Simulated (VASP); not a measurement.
**ZnO: relaxation of shape and atoms at fixed volume with PBE**

Crystal: ZnO.

```
Zn O
1.0
     3.30421    0.00000    0.00000
    -1.65210    2.86153    0.00000
     0.00000    0.00000   10.73525
Zn O
4 4
Direct
  0.66667 0.33333 0.84410
  0.33333 0.66667 0.34410
  0.00000 0.00000 0.59431
  0.00000 0.00000 0.09431
  0.66667 0.33333 0.65592
  0.33333 0.66667 0.15592
  0.00000 0.00000 0.40568
  0.00000 0.00000 0.90568
```

| Property | Result |
| --- | --- |
| Program | VASP 6.6.1 |
| Task | relaxation of shape and atoms at fixed volume |
| Functional | PBE |
| Potentials or basis | VASP PAW PBE potentials, release 64 (Zn, O) |
| Cutoff | 600 eV |
| k mesh | 12 × 12 × 4 |
| Occupations | gaussian, width 0.02 eV |
| Spin | no spin polarisation |
| Dipole correction | no |
| Further INCAR settings | ALGO = Normal; EDIFF = 1e-06; IBRION = 2; EDIFFG = -0.01; NSW = 50; ISIF = 4 |

- Pressure after relaxing: -3.0 GPa
- Largest force after relaxing: 0.004 eV/Å
- Band gap on the k mesh: 0.63 eV

Forces on the atoms (eV/Å):
```
Zn   0.000  0.000 -0.003
Zn   0.000  0.000 -0.003
Zn   0.000  0.000  0.004
Zn   0.000  0.000  0.004
O    0.000  0.000  0.000
O    0.000  0.000  0.000
O    0.000  0.000 -0.001
O    0.000  0.000 -0.001
```

Final structure:
```yaml
crystal:
  lattice:
    - [3.30421, 0.00000, 0.00000]
    - [-1.65210, 2.86153, 0.00000]
    - [0.00000, 0.00000, 10.73525]
  atoms:
    - { symbol: Zn, position: [0.66667, 0.33333, 0.84410] }
    - { symbol: Zn, position: [0.33333, 0.66667, 0.34410] }
    - { symbol: Zn, position: [0.00000, 0.00000, 0.59431] }
    - { symbol: Zn, position: [0.00000, 0.00000, 0.09431] }
    - { symbol: O, position: [0.66667, 0.33333, 0.65592] }
    - { symbol: O, position: [0.33333, 0.66667, 0.15592] }
    - { symbol: O, position: [0.00000, 0.00000, 0.40568] }
    - { symbol: O, position: [0.00000, 0.00000, 0.90568] }
```

Levels at points of the mesh, in eV from the valence-band top:
| k point | band 32 | band 33 | band 34 | band 35 | band 36 | band 37 | band 38 | band 39 | band 40 | band 41 |
| --- | --- | --- | --- | --- | --- | --- | --- | --- | --- | --- |
| (0.00, 0.00, 0.00) | -0.35 | -0.35 | -0.03 | 0.00 | 0.00 | 0.63 | 3.14 | 3.29 | 5.10 | 7.84 |
| (0.50, 0.00, 0.00) | -1.37 | -1.35 | -1.28 | -0.87 | -0.74 | 5.24 | 5.27 | 6.10 | 6.28 | 7.64 |
| (0.00, 0.00, 0.50) | -0.62 | -0.10 | -0.10 | -0.10 | -0.10 | 1.75 | 1.75 | 4.51 | 4.51 | 8.42 |
| (0.50, 0.00, 0.50) | -1.83 | -1.12 | -1.12 | -0.92 | -0.92 | 5.50 | 5.50 | 5.92 | 5.92 | 7.78 |

It took 6.1 min on 1 thread of Oxide Virtual Turin-like Processor, on a shared host, peak memory 0.34 GiB.

Caveat: the relaxation stopped at its first step, so nothing moved. A k mesh can miss the band edges.
